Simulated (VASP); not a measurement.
# Mg (Pm-3m) in VASP: a series of runs

The runs below take Mg through single point, with RPBE.

All numbers are computed with VASP 6.6.1; they aren't measurements. Logs are shortened: lines on timing, memory, paths and dates and some standing lists are left out, and cuts for length are marked.

## 1. The cell of the first run

The structure is cubic, space group Pm-3m (No. 221). Conventional cell: a = 2.971 Å, b = 2.971 Å, c = 2.971 Å, α = 90.00°, β = 90.00°, γ = 90.00°. Mg (site symmetry m-3m) has 6 Mg at 2.97 Å within 3.9 Å.

## 2. Single point, RPBE (volume scaled by 0.92)

Contents of INCAR:

```
ALGO = Normal
EDIFF = 1E-6
ENCUT = 520
GGA = RP
ISIF = 2
ISMEAR = -1
LASPH = True
LCHARG = True
LELF = True
LREAL = False
LVHAR = True
LWAVE = False
NBANDS = 7
NELM = 80
PREC = Accurate
SIGMA = 0.1
```

Contents of KPOINTS:

```
k-points
0
Gamma
  12 12 12
```

Contents of POSCAR:

```
Mg
1.0
    2.9706340662      0.0000000000      0.0000000000
    0.0000000000      2.9706340662      0.0000000000
    0.0000000000      0.0000000000      2.9706340662
Mg
1
Direct
    0.0000000000      0.0000000000      0.0000000000
```

Potentials or basis: VASP PAW PBE potentials, release 64 (Mg).

Command:

```
> cat potpaw_PBE.64/Mg/POTCAR > POTCAR
> mpirun -np 1 vasp_std > vasp.out
```

OUTCAR:

```text
EDIFF = 1E-6
   ENCUT = 520
   GGA = RP
   ISIF = 2
   ISMEAR = -1
   LASPH = True
   LREAL = False
   NELM = 80
   PREC = Accurate

 ion  position               nearest neighbor table
   1  0.000  0.000  0.000-

  LATTYP: Found a simple cubic cell.
 ALAT       =     2.9706340662

  Lattice vectors:

 A1 = (   2.9706340662,   0.0000000000,   0.0000000000)
 A2 = (   0.0000000000,   2.9706340662,   0.0000000000)
 A3 = (   0.0000000000,   0.0000000000,   2.9706340662)

Analysis of symmetry for initial positions (statically):
=====================================================================
 Subroutine PRICEL returns:
 Original cell was already a primitive cell.

 Routine SETGRP: Setting up the symmetry group for a
 simple cubic supercell.

 Subroutine GETGRP returns: Found 48 space group operations
 (whereof 48 operations were pure point group operations)
 out of a pool of 48 trial point group operations.

The static configuration has the point symmetry O_h .

Analysis of symmetry for dynamics (positions and initial velocities):
=====================================================================
 Subroutine PRICEL returns:
 Original cell was already a primitive cell.

 Routine SETGRP: Setting up the symmetry group for a
 simple cubic supercell.

 Subroutine GETGRP returns: Found 48 space group operations
 (whereof 48 operations were pure point group operations)
 out of a pool of 48 trial point group operations.

The dynamic configuration has the point symmetry O_h .

 Subroutine INISYM returns: Found 48 space group operations
 (whereof 48 operations are pure point group operations),
 and found     1 'primitive' translations

----------------------------------------------------------------------------------------

                                     Primitive cell

  volume of cell :      26.2149

  direct lattice vectors                    reciprocal lattice vectors
     2.970634066  0.000000000  0.000000000     0.336628470  0.000000000  0.000000000
     0.000000000  2.970634066  0.000000000     0.000000000  0.336628470  0.000000000
     0.000000000  0.000000000  2.970634066     0.000000000  0.000000000  0.336628470

  length of vectors
     2.970634066  2.970634066  2.970634066     0.336628470  0.336628470  0.336628470

  position of ions in fractional coordinates (direct lattice)
     0.000000000  0.000000000  0.000000000

  ion indices of the primitive-cell ions
   primitive index   ion index
                 1           1

----------------------------------------------------------------------------------------

 KPOINTS: k-points

Automatic generation of k-mesh.
 Grid dimensions read from file:
 generate k-points for:   12   12   12

 Generating k-lattice:

  Cartesian coordinates                     Fractional coordinates (reciprocal lattice)
     0.028052372  0.000000000  0.000000000     0.083333333  0.000000000  0.000000000
     0.000000000  0.028052372  0.000000000     0.000000000  0.083333333  0.000000000
     0.000000000  0.000000000  0.028052372     0.000000000  0.000000000  0.083333333

  Length of vectors
     0.028052372  0.028052372  0.028052372

  Shift w.r.t. Gamma in fractional coordinates (k-lattice)
     0.000000000  0.000000000  0.000000000

 Subroutine IBZKPT returns following result:
 ===========================================

 Found     84 irreducible k-points:

 Following reciprocal coordinates:
            Coordinates               Weight
  0.000000  0.000000  0.000000      1.000000
  0.083333  0.000000  0.000000      6.000000
  0.166667  0.000000  0.000000      6.000000
  0.250000  0.000000  0.000000      6.000000
  0.333333  0.000000  0.000000      6.000000
  0.416667  0.000000  0.000000      6.000000
[... 16 lines left out ...]
  0.333333  0.333333  0.000000     12.000000
  0.416667  0.333333  0.000000     24.000000
 [... further k-points ...]
   k-points           NKPTS =     84   k-points in BZ     NKDIM =     84   number of bands    NBANDS=      7
   number of dos      NEDOS =    301   number of ions     NIONS =      1
   total plane-waves  NPLWV =  13824
   dimension x,y,z NGX =    24 NGY =   24 NGZ =   24
   dimension x,y,z NGXF=    48 NGYF=   48 NGZF=   48
   ions per type =               1
   NGX,Y,Z   is equivalent  to a cutoff of  13.43, 13.43, 13.43 a.u.
   NGXF,Y,Z  is equivalent  to a cutoff of  26.86, 26.86, 26.86 a.u.
 SYSTEM =  unknown system
   PREC   = accura    normal or accurate (medium, high low for compatibility)
   ISTART =      0    job   : 0-new  1-cont  2-samecut
   ICHARG =      2    charge: 1-file 2-atom 10-const
   ISPIN  =      1    spin polarized calculation?
   LNONCOLLINEAR =      F non collinear calculations
   LSORBIT =      F    spin-orbit coupling
   LASPH  =      T    aspherical Exc in radial PAW
   ENCUT  =  520.0 eV  38.22 Ry    6.18 a.u.   5.52  5.52  5.52*2*pi/ulx,y,z
   NELM   =     80;   NELMIN=  2; NELMDL= -5     # of ELM steps
   EDIFF  = 0.1E-05   stopping-criterion for ELM
   LREAL  =      F    real-space projection
   EDIFFG = 0.1E-04   stopping-criterion for IOM
   NSW    =      0    number of steps for IOM
   IBRION =     -1    ionic relax: 0-MD 1-quasi-New 2-CG
   NFREE  =      0    steps in history (QN), initial steepest desc. (CG)
   ISIF   =      2    stress and relaxation
   ISYM   =      2    0-nonsym 1-usesym 2-fastsym
   POTIM  = 0.5000    time-step for ionic-motion
   TEBEG  =    0.0;   TEEND  =   0.0 temperature during run
   PSTRESS=    0.0 pullay stress
   NELECT =       2.0000    total number of electrons
   NUPDOWN=      -1.0000    fix difference up-down
   EMIN   =  10.00;   EMAX   =-10.00  energy-range for DOS
   EFERMI =   0.00;   METHOD = LEGACY
   ISMEAR =    -1;   SIGMA  =   0.10  broadening in eV -4-tet -1-fermi 0-gaus
   EFERMI_NEDOS =   21; number of points for ismear=-14 and -15
   IALGO  =     38    algorithm
   IMIX   =      4    mixing-type and parameters
     AMIX     =   0.40;   BMIX     =  1.00
     AMIX_MAG =   1.60;   BMIX_MAG =  1.00
  volume/ion in A,a.u.               =      26.21       176.91
  Fermi-wavevector in a.u.,A,eV,Ry     =   0.694335  1.312103  6.559382  0.482101
  Thomas-Fermi vector in A             =   1.776799
   LORBIT       =      0    0 simple, 1 ext, 2 COOP (PROOUT), +10 PAW based schemes
   GGA     = RP    functional components
   LHFCALC =     F    Hartree Fock is set to
   AEXX    =    0.0000 exact exchange contribution
   IVDW    =     0    specifies the selected vdW correction
   LEPSILON=     F    determine dielectric tensor
   LRPA    =     F    only Hartree local field effects (RPA)
 non-spin polarized calculation
  energy-cutoff  :      520.00
  volume of cell :       26.21
 maximum number of plane-waves:       739
 NGX is ok and might be reduce to    24
   NGX = 11   NGY = 11   NGZ = 11

 number of electron       2.0000000 magnetization

 Free energy of the ion-electron system (eV)
  ---------------------------------------------------
  ext. energy  EPLUGINS =         0.00000000
  ---------------------------------------------------
  free energy    TOTEN  =        -0.95552735 eV

  energy without entropy =       -0.93945483  energy(sigma->0) =       -0.94749109

 E-fermi :   1.9689     XC(G=0):  -7.9718

 val. band max:        1.9330936320   @ k =   0.5000   0.2500   0.2500
 cond. band min:       2.0072920558   @ k =   0.5000   0.3333   0.1667
 fundamental gap:      0.0741984238
 Fermi energy:         1.9688666182

 k-point     1 :       0.0000    0.0000    0.0000
  band No.  band energies     occupation
      1      -4.3413      2.00000
      2      10.3012      0.00000
      3      10.3012      0.00000
      4      11.8864      0.00000
      5      11.8864      0.00000
      6      11.8864      0.00000
      7      16.4999      0.00000

 k-point     2 :       0.0833    0.0000    0.0000
  band No.  band energies     occupation
      1      -4.2230      2.00000
      2       8.8438      0.00000
      3      10.4059      0.00000
      4      11.9849      0.00000
      5      11.9849      0.00000
      6      13.0271      0.00000
      7      17.0916      0.00000

 k-point     3 :       0.1667    0.0000    0.0000
  band No.  band energies     occupation
      1      -3.8689      2.00000
      2       6.7976      0.00000
      3      10.7158      0.00000
      4      12.2804      0.00000
      5      12.2804      0.00000
      6      14.1671      0.00000
      7      18.7936      0.00000

 k-point     4 :       0.2500    0.0000    0.0000
  band No.  band energies     occupation
      1      -3.2815      2.00000
      2       4.8106      0.00000
      3      11.2142      0.00000
      4      12.7737      0.00000
      5      12.7737      0.00000
      6      15.0476      0.00000
      7      19.9255      0.00000

 k-point     5 :       0.3333    0.0000    0.0000
  band No.  band energies     occupation
      1      -2.4654      2.00000
      2       2.9699      0.00009
      3      11.8558      0.00000
      4      13.4661      0.00000
      5      13.4661      0.00000
      6      15.8989      0.00000
      7      18.2433      0.00000
[... 161 lines left out ...]
 k-point    22 :       0.5000    0.2500    0.0000
  band No.  band energies     occupation
      1       0.7552      1.99999
      2       0.9536      1.99992
      3       8.5974      0.00000
      4       9.0992      0.00000
      5      16.2368      0.00000
      6      16.3456      0.00000
      7      17.4907      0.00000

 k-point    23 :       0.3333    0.3333    0.0000
  band No.  band energies     occupation
      1      -0.6188      2.00000
      2       4.2246      0.00000
      3       5.3797      0.00000
      4      10.0053      0.00000
      5      15.0182      0.00000
      6      16.4234      0.00000
      7      18.9167      0.00000

 k-point    24 :       0.4167    0.3333    0.0000
  band No.  band energies     occupation
      1       0.4018      2.00000
      2       3.0325      0.00005
      3       5.9071      0.00000
      4       8.4476      0.00000
      5      15.8766      0.00000
      6      17.4024      0.00000
      7      18.0381      0.00000

 [... further k-points ...]
[... 5 lines left out ...]
  --------------------------------------------------------------------------------------
  -------------------------------------------------------------------------------------
  Total        0.3364972      0.3364972      0.3364972      0.0000000      0.0000000      0.0000000
  in kB       20.5657517     20.5657517     20.5657517      0.0000000      0.0000000      0.0000000
  external PRESSURE =      20.5657517 kB  Pullay stress =       0.0000000 kB

 VOLUME and BASIS-vectors are now :
 -----------------------------------------------------------------------------
  energy-cutoff  :      520.00
  volume of cell :       26.21
      direct lattice vectors                 reciprocal lattice vectors
     2.970634066  0.000000000  0.000000000     0.336628470  0.000000000  0.000000000
     0.000000000  2.970634066  0.000000000     0.000000000  0.336628470  0.000000000
     0.000000000  0.000000000  2.970634066     0.000000000  0.000000000  0.336628470

 POSITION                                       TOTAL-FORCE (eV/Angst)
 -----------------------------------------------------------------------------------
      0.00000      0.00000      0.00000         0.000000      0.000000      0.000000
 -----------------------------------------------------------------------------------
    total drift:                                0.000000      0.000000      0.000000

  FREE ENERGIE OF THE ION-ELECTRON SYSTEM (eV)
  ---------------------------------------------------
  free  energy   TOTEN  =        -0.9555273500 eV

  energy  without entropy=       -0.9394548334  energy(sigma->0) =       -0.94749109
```

Wall time 15 s (1 thread of Intel Xeon 6975P-C, shared host); peak memory 0.14 GiB.

Results:

```yaml
Free_energy: -0.9555 eV
Pressure: 2.1 GPa
Band_gap_on_the_k_mesh: zero (band 1 reaches 6.78 eV, above the bottom of band 2 at -0.03 eV)
```

Caveat: the PAW data sets were made with another functional, which shifts forces and pressure a little.

(Part 1 of 3 ends here.)
